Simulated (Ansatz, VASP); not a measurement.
One calculation of AgCl, two programs

Contents of INCAR:

```
SYSTEM = AgCl
PREC = Accurate
ENCUT = 520
EDIFF = 1E-6
ISMEAR = 0
SIGMA = 0.05
LREAL = .False.
LASPH = .True.
NELM = 100
ALGO = Normal
ISIF = 2
LWAVE = .False.
LCHARG = .False.
GGA = PE
NBANDS = 16
```

File KPOINTS:

```
regular mesh
0
Gamma
  10 10 10
  0 0 0
```

File POSCAR:

```
AgCl
1.0
    0.0000000000      3.0126024644      2.3498299222
    3.0126024644      0.0000000000      2.3498299222
    3.0126024644      3.0126024644      0.0000000000
Ag Cl
1 1
Direct
    0.5000000000      0.5000000000      0.5000000000
    0.0000000000      0.0000000000      0.0000000000
```

Input for Ansatz:

```yaml
crystal:
  lattice:
    - [0.0, 3.0126024644, 2.3498299222]
    - [3.0126024644, 0.0, 2.3498299222]
    - [3.0126024644, 3.0126024644, 0.0]
  atoms:
    - { symbol: Ag, position: [0.5, 0.5, 0.5] }
    - { symbol: Cl, position: [0.0, 0.0, 0.0] }
basis:
  ecutwfc: 420
kpoints:
  mp_grid: { grid: [10, 10, 10] }
hamiltonian:
  xc: pbe
scf:
  occupations: { method: gaussian, width: 0.05 }
output:
  forces: true
  stress: true
  eigenvalues: true
```

Alike in both runs: task single point; functional PBE; k mesh 10 × 10 × 10; occupations gaussian, width 0.05 eV; no spin polarisation.

|  | VASP | Ansatz |
| --- | --- | --- |
| version | VASP 6.6.1 | Ansatz 0.2.0 |
| potentials or method | VASP PAW PBE potentials, release 64 (Ag, Cl), cutoff 520 eV | scalar-relativistic, plane waves, PAW |
| valence electrons in the cell | 18 | 26 |

VASP gave:

```
gap on the k mesh at the Fermi level (eV)                     : 0.97
least direct gap on the mesh (eV)                             : 3.63
pressure (GPa)                                                : 8.1
traceless stress, the component that is largest in VASP (GPa) : 10.07
```

Question: What did Ansatz give for the same quantities?

Answer: gap on the k mesh at the Fermi level (eV): 0.96; least direct gap on the mesh (eV): 3.63; pressure (GPa): 8.2; traceless stress, the component that is largest in VASP (GPa): 10.21.

VASP's potentials hold 18 valence electrons a cell and Ansatz's 26, so a difference there can come from the potentials and not from the codes.
